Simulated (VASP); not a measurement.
A run of VASP 6.6.1 is set up as follows.

Contents of INCAR:

```
SYSTEM = MoS2
PREC = Accurate
ENCUT = 520
EDIFF = 1E-8
ISMEAR = -1
SIGMA = 0.03
LREAL = .False.
LASPH = .True.
NELM = 60
ALGO = Normal
ISIF = 2
LWAVE = .False.
LCHARG = .False.
LEFG = .True.
NBANDS = 35
```

Contents of KPOINTS:

```
Automatic mesh
0
Gamma
  10 10 3
  0 0 0
```

POSCAR

```
MoS2
1.0
    3.1819359971      0.0000000000      0.0000000000
   -1.5909679986      2.7556374067      0.0000000000
    0.0000000000      0.0000000000     12.3764262140
Mo S
2 4
Direct
    0.3333333333      0.6666666667      0.2500000000
    0.6666666667      0.3333333333      0.7500000000
    0.3333333333      0.6666666667      0.6275000000
    0.6666666667      0.3333333333      0.1275000000
    0.3333333333      0.6666666667      0.8725000000
    0.6666666667      0.3333333333      0.3725000000
```

Potentials or basis: VASP PAW LDA potentials, release 64 (Mo_sv, S).

Command:

```sh
$ cat potpaw_LDA.64/Mo_sv/POTCAR potpaw_LDA.64/S/POTCAR > POTCAR
$ mpirun -np 1 vasp_std > vasp.out
```

Task: What does it give for the pressure?

Result: -1.9 GPa.

Task: What does it give for the largest force?

Result: 0.408 eV/Å.

Task: Estimate the band gap on the k mesh.

Result: 0.84 eV (least direct gap 1.82 eV).

Forces on the atoms (eV/Å):
```
Mo   0.000  0.000  0.000
Mo   0.000  0.000  0.000
S    0.000  0.000 -0.408
S    0.000  0.000 -0.408
S    0.000  0.000  0.408
S    0.000  0.000  0.408
```

Caveat: without QUAD_EFG the Cq values of the log hold for a quadrupole moment of 1 mb, not for the nuclei; an odd mesh through Γ misses points on the zone boundary, where band edges can lie.
